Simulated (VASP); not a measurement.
TaN, 2 atoms in the cell. It takes space group I4mm (No. 107, tetragonal). The conventional cell has a = 3.123 Å, b = 3.123 Å, c = 4.417 Å, α = 90.00°, β = 90.00°, γ = 90.00°. Within 2.6 Å of Ta (site symmetry 4mm) lie 6 N at 1.95 to 2.47 Å. Within 2.6 Å of N (site symmetry 4mm) lie 6 Ta at 1.95 to 2.47 Å.  This cell differs from its parent crystal: all Ta atoms moved +0.263 Å, as atom 1 along Cartesian [0 0 1].

- Program: VASP 6.6.1
- Task: single point
- Functional: PBE
- Potentials or basis: VASP PAW PBE potentials, release 64 (Ta_pv, N)
- Cutoff: 520 eV
- k mesh: 24 × 24 × 24
- Occupations: gaussian, width 0.15 eV
- Spin: no spin polarisation
- Dipole correction: no
- Further INCAR settings: ALGO = Normal; EDIFF = 1e-07; NBANDS = 15

Potentials or basis: VASP PAW PBE potentials, release 64 (Ta_pv, N).

Command:

```sh
$ cat potpaw_PBE.64/Ta_pv/POTCAR potpaw_PBE.64/N/POTCAR > POTCAR
$ mpirun -np 1 vasp_std > vasp.out
```

Hardware: 1 thread of AMD EPYC 7R13 (shared host).

Estimate the wall time of this run.

Run time: 12 min on 1 thread of AMD EPYC 7R13, with other jobs on the host, peak memory 0.41 GiB. Counts: scf iterations 14, k points 1063.
